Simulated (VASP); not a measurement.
# BN (P4_2/mnm) in VASP: a series of runs, part 2 of 2

VASP 6.6.1.

## Step 5: Single point, PBE

This run uses another cell than the first one, of 5.78 Å³/atom, 1.007 times its volume.

File INCAR:

```
SYSTEM = BN
ALGO     = Normal         ! electronic algorithm
EDIFF    = 1E-7           ! SCF threshold, eV
ENCUT    = 520            ! plane-wave cutoff, eV
GGA      = PE             ! functional
ISIF     = 2              ! what is computed and relaxed
ISMEAR   = 0              ! smearing method
LASPH    = .TRUE.         ! aspherical terms in the spheres
LCHARG   = .FALSE.        ! write CHGCAR
LREAL    = .FALSE.        ! projectors in reciprocal space
LWAVE    = .FALSE.        ! write WAVECAR
NBANDS   = 26             ! bands
NELM     = 80             ! most SCF steps
PREC     = Accurate       ! precision mode
SIGMA    = 0.05           ! smearing width, eV
```

File KPOINTS:

```
k-points
0
G
  6 6 10
  0 0 0
```

File POSCAR:

```
BN
1.0
    4.3232000000      0.0000000000      0.0000000000
    0.0000000000      4.3232000000      0.0000000000
    0.0000000000      0.0000000000      2.4727000000
B N
4 4
Direct
    0.1742811368      0.8257188632      0.5000000000
    0.3257188632      0.3257188632      0.0000000000
    0.6742811368      0.6742811368      0.0000000000
    0.8257188632      0.1742811368      0.5000000000
    0.8126115048      0.8126115048      0.5000000000
    0.3126115048      0.6873884952      0.0000000000
    0.6873884952      0.3126115048      0.0000000000
    0.1873884952      0.1873884952      0.5000000000
```

Potentials or basis: VASP PAW PBE potentials, release 64 (B, N).

Started as:

```sh
$ cat potpaw_PBE.64/B/POTCAR potpaw_PBE.64/N/POTCAR > POTCAR
$ mpirun -np 1 vasp_std > vasp.out
```

OUTCAR:

```text
SYSTEM = BN
   EDIFF = 1E-7
   ENCUT = 520
   GGA = PE
   ISIF = 2
   ISMEAR = 0
   LASPH = .TRUE.
   LREAL = .FALSE.
   NELM = 80
   PREC = Accurate

 ion  position               nearest neighbor table
   1  0.174  0.826  0.500-   6 1.50   6 1.50   8 1.56   5 1.56   4 2.13
   2  0.326  0.326  0.000-   8 1.50   8 1.50   6 1.56   7 1.56   3 2.13
   3  0.674  0.674  0.000-   5 1.50   5 1.50   7 1.56   6 1.56   2 2.13
   4  0.826  0.174  0.500-   7 1.50   7 1.50   8 1.56   5 1.56   1 2.13
   5  0.813  0.813  0.500-   3 1.50   3 1.50   4 1.56   1 1.56
   6  0.313  0.687  0.000-   1 1.50   1 1.50   3 1.56   2 1.56
   7  0.687  0.313  0.000-   4 1.50   4 1.50   2 1.56   3 1.56
   8  0.187  0.187  0.500-   2 1.50   2 1.50   4 1.56   1 1.56

  LATTYP: Found a simple tetragonal cell.
 ALAT       =     4.3232000000
 C/A-ratio  =     0.5719605848

  Lattice vectors:

 A1 = (   4.3232000000,   0.0000000000,   0.0000000000)
 A2 = (   0.0000000000,   4.3232000000,   0.0000000000)
 A3 = (   0.0000000000,   0.0000000000,   2.4727000000)

Analysis of symmetry for initial positions (statically):
=====================================================================
 Subroutine PRICEL returns:
 Original cell was already a primitive cell.

 Routine SETGRP: Setting up the symmetry group for a
 simple tetragonal supercell.

 Subroutine GETGRP returns: Found 16 space group operations
 (whereof  8 operations were pure point group operations)
 out of a pool of 16 trial point group operations.

The static configuration has the point symmetry D_2h.
 The point group associated with its full space group is D_4h.

Analysis of symmetry for dynamics (positions and initial velocities):
=====================================================================
 Subroutine PRICEL returns:
 Original cell was already a primitive cell.

[... 136 lines left out ...]
   EFERMI_NEDOS =   21; number of points for ismear=-14 and -15
   IALGO  =     38    algorithm
   IMIX   =      4    mixing-type and parameters
     AMIX     =   0.40;   BMIX     =  1.00
     AMIX_MAG =   1.60;   BMIX_MAG =  1.00
  volume/ion in A,a.u.               =       5.78        38.98
  Fermi-wavevector in a.u.,A,eV,Ry     =   1.448319  2.736925 28.539948  2.097627
  Thomas-Fermi vector in A             =   2.566173
   LORBIT       =      0    0 simple, 1 ext, 2 COOP (PROOUT), +10 PAW based schemes
   GGA     = PE    functional components
   LHFCALC =     F    Hartree Fock is set to
   AEXX    =    0.0000 exact exchange contribution
   IVDW    =     0    specifies the selected vdW correction
   LEPSILON=     F    determine dielectric tensor
   LRPA    =     F    only Hartree local field effects (RPA)
 non-spin polarized calculation
 Gauss-broadening in eV      SIGMA  =   0.05
  energy-cutoff  :      520.00
  volume of cell :       46.21
 maximum number of plane-waves:      1272
   NGX = 17   NGY = 17   NGZ =  9

 number of electron      32.0000002 magnetization

 Free energy of the ion-electron system (eV)
  ---------------------------------------------------
  ext. energy  EPLUGINS =         0.00000000
  ---------------------------------------------------
  free energy    TOTEN  =       -68.63096152 eV

  energy without entropy =      -68.63096152  energy(sigma->0) =      -68.63096152

 E-fermi :   7.9544     XC(G=0): -12.8210

 val. band max:        7.7227077942   @ k =   0.0000   0.0000   0.0000
 cond. band min:      12.4764571090   @ k =   0.0000   0.0000   0.3000
 fundamental gap:      4.7537493148
 Fermi energy:         7.9544194845

 k-point     1 :       0.0000    0.0000    0.0000
  band No.  band energies     occupation
      1     -13.1237      2.00000
      2      -8.8260      2.00000
      3      -8.8260      2.00000
      4      -8.6161      2.00000
      5      -2.5121      2.00000
      6      -2.1345      2.00000
[... 685 lines left out ...]
     25      20.6482      0.00000
     26      20.6482      0.00000

 [... further k-points ...]
[... 5 lines left out ...]
  --------------------------------------------------------------------------------------
  -------------------------------------------------------------------------------------
  Total        7.9906349      7.9906349     11.3915763      0.0000000      0.0000000      0.0000000
  in kB      277.0191468    277.0191468    394.9229034      0.0000000      0.0000000      0.0000000
  external PRESSURE =     316.3203990 kB  Pullay stress =       0.0000000 kB

 VOLUME and BASIS-vectors are now :
 -----------------------------------------------------------------------------
  energy-cutoff  :      520.00
  volume of cell :       46.21
      direct lattice vectors                 reciprocal lattice vectors
     4.323200000  0.000000000  0.000000000     0.231310141  0.000000000  0.000000000
     0.000000000  4.323200000  0.000000000     0.000000000  0.231310141  0.000000000
     0.000000000  0.000000000  2.472700000     0.000000000  0.000000000  0.404416225

 POSITION                                       TOTAL-FORCE (eV/Angst)
 -----------------------------------------------------------------------------------
      0.75345      3.56975      1.23635        -0.074879      0.074879      0.000000
      1.40815      1.40815      0.00000         0.074879      0.074879      0.000000
      2.91505      2.91505      0.00000        -0.074879     -0.074879      0.000000
      3.56975      0.75345      1.23635         0.074879     -0.074879      0.000000
      3.51308      3.51308      1.23635        -0.040924     -0.040924     -0.000000
      1.35148      2.97172      0.00000        -0.040924      0.040924      0.000000
      2.97172      1.35148      0.00000         0.040924     -0.040924     -0.000000
      0.81012      0.81012      1.23635         0.040924      0.040924      0.000000
 -----------------------------------------------------------------------------------
    total drift:                               -0.000000     -0.000000     -0.000000

  FREE ENERGIE OF THE ION-ELECTRON SYSTEM (eV)
  ---------------------------------------------------
  free  energy   TOTEN  =       -68.6309615188 eV

  energy  without entropy=      -68.6309615188  energy(sigma->0) =      -68.63096152
```

Wall time 55 s (1 thread of Intel Xeon 8259CL, shared host); peak memory 0.18 GiB.

What came out:

| Property | Result |
| --- | --- |
| Free energy | -68.6310 eV |
| Pressure | 31.6 GPa |
| Largest force | 0.106 eV/Å |
| Band gap on the k mesh | 4.75 eV, indirect (least direct gap 5.94 eV) |

Forces in eV/Å, atoms in the order of the input:
```
B   -0.075  0.075  0.000
B    0.075  0.075  0.000
B   -0.075 -0.075  0.000
B    0.075 -0.075  0.000
N   -0.041 -0.041  0.000
N   -0.041  0.041  0.000
N    0.041 -0.041  0.000
N    0.041  0.041  0.000
```

Levels at points of the mesh, in eV from the valence-band top:
```csv
k point,band 14,band 15,band 16,band 17,band 18,band 19
"(0.00, 0.00, 0.00)",-0.22,0.00,0.00,7.73,7.94,8.75
"(0.50, 0.00, 0.00)",-1.44,-1.34,-1.34,8.40,8.40,8.91
"(0.50, 0.50, 0.00)",-2.87,-2.53,-2.53,7.83,7.83,8.95
"(0.00, 0.00, 0.50)",-4.48,-3.58,-3.58,6.60,6.60,10.68
"(0.50, 0.00, 0.50)",-3.83,-2.37,-2.37,7.14,7.14,9.13
"(0.50, 0.50, 0.50)",-3.18,-2.68,-2.68,6.51,6.51,7.46
```

A k mesh can miss the band edges. PBE gaps usually lie below the measured ones, often by a third to a half.

## Step 6: Single point, PBE

This run uses another cell than the first one, of 5.76 Å³/atom, 1.004 times its volume.

File INCAR:

```
SYSTEM = BN
PREC = Accurate ; ENCUT = 520
EDIFF = 1E-7 ; ISMEAR = 0
SIGMA = 0.05 ; LREAL = .False.
LASPH = .True. ; NELM = 80
ALGO = Normal ; ISIF = 2
LWAVE = .False. ; LCHARG = .False.
GGA = PE ; NBANDS = 26
```

File KPOINTS:

```
Automatic mesh
0
Gamma
  6 6 10
  0 0 0
```

POSCAR: that of step 5 with these lines changed.

```diff
@@ -2,5 +2,5 @@
 1.0
-    4.3232000000      0.0000000000      0.0000000000
-    0.0000000000      4.3232000000      0.0000000000
-    0.0000000000      0.0000000000      2.4727000000
+    4.4559000000      0.0000000000      0.0000000000
+    0.0000000000      4.4559000000      0.0000000000
+    0.0000000000      0.0000000000      2.3198000000
 B N
```

Potentials or basis: VASP PAW PBE potentials, release 64 (B, N).

Started as:

```sh
$ cat potpaw_PBE.64/B/POTCAR potpaw_PBE.64/N/POTCAR > POTCAR
$ mpirun -np 1 vasp_std > vasp.out
```

OUTCAR:

```text
SYSTEM = BN
   PREC = Accurate
   ENCUT = 520
   EDIFF = 1E-7
   ISMEAR = 0
   LREAL = .False.
   LASPH = .True.
   NELM = 80
   ISIF = 2
   GGA = PE

 ion  position               nearest neighbor table
   1  0.174  0.826  0.500-   6 1.45   6 1.45   8 1.61   5 1.61
   2  0.326  0.326  0.000-   8 1.45   8 1.45   6 1.61   7 1.61
   3  0.674  0.674  0.000-   5 1.45   5 1.45   7 1.61   6 1.61
   4  0.826  0.174  0.500-   7 1.45   7 1.45   8 1.61   5 1.61
   5  0.813  0.813  0.500-   3 1.45   3 1.45   4 1.61   1 1.61
   6  0.313  0.687  0.000-   1 1.45   1 1.45   3 1.61   2 1.61
   7  0.687  0.313  0.000-   4 1.45   4 1.45   2 1.61   3 1.61
[... 912 lines left out ...]
  Total        0.9132630      0.9132630     33.3574930     -0.0000000      0.0000000      0.0000000
  in kB       31.7676472     31.7676472   1160.3328022     -0.0000000      0.0000000      0.0000000
  external PRESSURE =     407.9560322 kB  Pullay stress =       0.0000000 kB

 VOLUME and BASIS-vectors are now :
 -----------------------------------------------------------------------------
  energy-cutoff  :      520.00
  volume of cell :       46.06
      direct lattice vectors                 reciprocal lattice vectors
     4.455900000  0.000000000  0.000000000     0.224421553  0.000000000  0.000000000
     0.000000000  4.455900000  0.000000000     0.000000000  0.224421553  0.000000000
     0.000000000  0.000000000  2.319800000     0.000000000  0.000000000  0.431071644

 POSITION                                       TOTAL-FORCE (eV/Angst)
 -----------------------------------------------------------------------------------
      0.77658      3.67932      1.15990        -0.502144      0.502144     -0.000000
      1.45137      1.45137      0.00000         0.502144      0.502144     -0.000000
      3.00453      3.00453      0.00000        -0.502144     -0.502144      0.000000
      3.67932      0.77658      1.15990         0.502144     -0.502144      0.000000
      3.62092      3.62092      1.15990         0.791926      0.791926      0.000000
      1.39297      3.06293      0.00000         0.791926     -0.791926     -0.000000
      3.06293      1.39297      0.00000        -0.791926      0.791926      0.000000
      0.83498      0.83498      1.15990        -0.791926     -0.791926     -0.000000
 -----------------------------------------------------------------------------------
    total drift:                                0.000000      0.000000      0.000000

  FREE ENERGIE OF THE ION-ELECTRON SYSTEM (eV)
  ---------------------------------------------------
  free  energy   TOTEN  =       -67.4909845544 eV

  energy  without entropy=      -67.4909845544  energy(sigma->0) =      -67.49098455
```

OSZICAR:

```text
N       E                     dE             d eps       ncg     rms          rms(c)
DAV:   1     0.114287913856E+03    0.11429E+03   -0.17040E+04  3128   0.121E+03
DAV:   2    -0.659950178176E+02   -0.18028E+03   -0.17024E+03  4152   0.288E+02
DAV:   3    -0.725888445823E+02   -0.65938E+01   -0.65531E+01  4220   0.518E+01
DAV:   4    -0.726306789793E+02   -0.41834E-01   -0.41804E-01  3752   0.439E+00
DAV:   5    -0.726310747432E+02   -0.39576E-03   -0.39564E-03  4160   0.408E-01    0.150E+01
DAV:   6    -0.680094093285E+02    0.46217E+01   -0.93541E+00  3818   0.185E+01    0.706E+00
DAV:   7    -0.675705728916E+02    0.43884E+00   -0.92665E-01  3918   0.601E+00    0.422E+00
DAV:   8    -0.674933714692E+02    0.77201E-01   -0.19612E-01  3622   0.285E+00    0.425E-01
DAV:   9    -0.674902694465E+02    0.31020E-02   -0.12369E-02  3864   0.814E-01    0.235E-01
DAV:  10    -0.674909391145E+02   -0.66967E-03   -0.12058E-03  3796   0.225E-01    0.541E-02
DAV:  11    -0.674909737373E+02   -0.34623E-04   -0.17597E-04  3930   0.858E-02    0.223E-02
DAV:  12    -0.674909841297E+02   -0.10392E-04   -0.19554E-05  3842   0.323E-02    0.483E-03
DAV:  13    -0.674909845589E+02   -0.42920E-06   -0.12344E-06  3862   0.816E-03    0.147E-03
DAV:  14    -0.674909845544E+02    0.45311E-08   -0.63485E-08  2548   0.207E-03
   1 F= -.67490985E+02 E0= -.67490985E+02  d E =-.154762E-19
```

stdout:

```text
POSCAR found type information on POSCAR B N
 POSCAR found :  2 types and       8 ions
 scaLAPACK will be used
 LDA part: xc-table for (Slater+PW92), standard interpolation
 POSCAR, INCAR and KPOINTS ok, starting setup
 FFT: planning ... GRIDC
 FFT: planning ... GRID_SOFT
 FFT: planning ... GRID
 WAVECAR not read
 entering main loop
```

Wall time 74 s (1 thread of Intel Xeon 8259CL, shared host); peak memory 0.19 GiB.

Results:

```yaml
Free_energy: -67.4910 eV
Pressure: 40.8 GPa
Largest_force: 1.120 eV/Å
Band_gap_on_the_k_mesh: 4.43 eV, indirect (least direct gap 5.93 eV)
```

Forces on the atoms (eV/Å):
```
B   -0.502  0.502  0.000
B    0.502  0.502  0.000
B   -0.502 -0.502  0.000
B    0.502 -0.502  0.000
N    0.792  0.792  0.000
N    0.792 -0.792  0.000
N   -0.792  0.792  0.000
N   -0.792 -0.792  0.000
```

Stress tensor (GPa, compression positive):
```
  3.18   0.00   0.00
  0.00   3.18   0.00
  0.00   0.00 116.03
```

Levels at points of the mesh, in eV from the valence-band top:
```csv
k point,band 12,band 13,band 14,band 15,band 16,band 17,band 18,band 19,band 20,band 21
"(0.00, 0.00, 0.00)",-1.62,-0.56,-0.56,-0.18,0.00,7.07,7.07,7.92,8.29,9.29
"(0.50, 0.00, 0.00)",-2.86,-1.71,-1.71,-0.86,-0.86,7.11,7.11,8.71,8.71,10.75
"(0.50, 0.50, 0.00)",-3.85,-2.21,-2.21,-1.73,-1.73,7.07,7.07,10.04,10.04,11.08
"(0.00, 0.00, 0.50)",-4.87,-4.83,-4.83,-3.54,-3.54,6.27,6.27,9.94,9.94,11.13
"(0.50, 0.00, 0.50)",-4.88,-3.68,-3.68,-2.89,-2.89,6.73,6.73,8.56,8.56,8.92
"(0.50, 0.50, 0.50)",-4.23,-3.05,-3.05,-2.96,-2.96,6.18,6.18,6.69,6.69,8.00
```

Caveat: forces of over 1 eV/Å act on the atoms, so gaps and moduli don't describe the material at rest.

## Step 7: Overview

```csv
cell,gap on the mesh (eV),pressure (GPa),largest force (eV/Å)
"a = 4.522, b = 4.522, c = 2.243 Å, 8 atoms",3.90,49.4,1.66
"a = 4.290, b = 4.290, c = 2.473 Å, 8 atoms",4.72,38.7,0.20
"a = 4.389, b = 4.389, c = 2.396 Å, 8 atoms",4.76,35.0,0.55
"a = 4.323, b = 4.323, c = 2.473 Å, 8 atoms",4.75,31.6,0.11
"a = 4.456, b = 4.456, c = 2.320 Å, 8 atoms",4.43,40.8,1.12
```

Alike in all rows: task single point; level PBE; potentials or basis VASP PAW PBE potentials, release 64 (B, N); no spin polarisation; k mesh 6 × 6 × 10; cutoff (eV) 520; smearing gaussian 0.05 eV.

Caveats: forces of over 1 eV/Å act on the atoms, so gaps and moduli don't describe the material at rest (some runs).

Total energies depend on the potentials used, so only differences within one code and one set of settings carry meaning.
